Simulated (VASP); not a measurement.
ReB2, 6 atoms in the cell. Symmetry: P6_3/mmc, No. 194, hexagonal system. The conventional cell has a = 2.800 Å, b = 2.800 Å, c = 7.220 Å, α = 90.00°, β = 90.00°, γ = 120.00°. Within 2.8 Å of Re (site symmetry -6m2) lie 8 B at 2.15 to 2.18 Å and 6 Re at 2.80 Å. Within 2.3 Å of B (site symmetry 3m) lie 3 B at 1.76 Å and 4 Re at 2.15 to 2.18 Å. 

| Item | Value |
| --- | --- |
| Program | VASP 6.6.1 |
| Task | single point |
| Functional | PBEsol |
| Potentials or basis | VASP PAW PBE potentials, release 64 (Re, B) |
| Cutoff | 520 eV |
| k mesh | 11 × 11 × 4 |
| Occupations | fermi-dirac, width 0.15 eV |
| Spin | no spin polarisation |
| Dipole correction | no |
| Further INCAR settings | ALGO = Normal; EDIFF = 1e-06; NBANDS = 22 |

Potentials or basis: VASP PAW PBE potentials, release 64 (Re, B).

Command:

```console
$ cat potpaw_PBE.64/Re/POTCAR potpaw_PBE.64/B/POTCAR > POTCAR
$ mpirun -np 1 vasp_std > vasp.out
```

Hardware: 1 thread of Intel(R) Xeon(R) Platinum 8259CL CPU @ 2.50GHz (Skylake/Cascade Lake), with other jobs on the host.

Problem. How long does it take, and how much memory?

Solution. Wall time 57 s on 1 thread of Intel(R) Xeon(R) Platinum 8259CL CPU @ 2.50GHz (Skylake/Cascade Lake), on a shared host, peak memory 0.2 GiB. Counts: scf iterations 13, k points 48.
